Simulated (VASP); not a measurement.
Write the native input for VASP 6.6.1 that does the following.

```
Task                   : single point
Functional             : LDA
Potentials or basis    : VASP PAW LDA potentials, release 64 (Zn, S)
Cutoff                 : 500 eV
k mesh                 : 6 × 6 × 6
Occupations            : gaussian, width 0.1 eV
Spin                   : no spin polarisation
Dipole correction      : no
Further INCAR settings : ALGO = Normal; EDIFF = 1e-06; NBANDS = 16
```

The structure of ZnS (fl.b) lies in POSCAR:

```
ZnS
1.0
    0.0000000000      2.6850000000      2.6850000000
    2.6850000000      0.0000000000      2.6850000000
    2.6850000000      2.6850000000      0.0000000000
Zn S
1 1
Direct
    0.0000000000      0.0000000000      0.0000000000
    0.2500000000      0.2500000000      0.2500000000
```

The input as run:

INCAR

```
  ALGO = Normal
  EDIFF = 1E-6
  ENCUT = 500
  GGA_COMPAT = False
  ISIF = 2
  ISMEAR = 0
  LASPH = True
  LCHARG = False
  LREAL = False
  LWAVE = False
  NBANDS = 16
  NELM = 120
  PREC = Accurate
  SIGMA = 0.1
```

KPOINTS

```
k-points
0
Gamma
  6 6 6
```

Potentials or basis: VASP PAW LDA potentials, release 64 (Zn, S).

Launch:

```bash
$ cat potpaw_LDA.64/Zn/POTCAR potpaw_LDA.64/S/POTCAR > POTCAR
$ mpirun -np 1 vasp_std > vasp.out
```

Results of the run:

```yaml
Pressure: -3.0 GPa
Band_gap_on_the_k_mesh: 1.97 eV, direct
```

It took 4 s on 1 thread of Intel(R) Xeon(R) 6975P-C (Granite Rapids), on a shared host, peak memory 0.13 GiB.
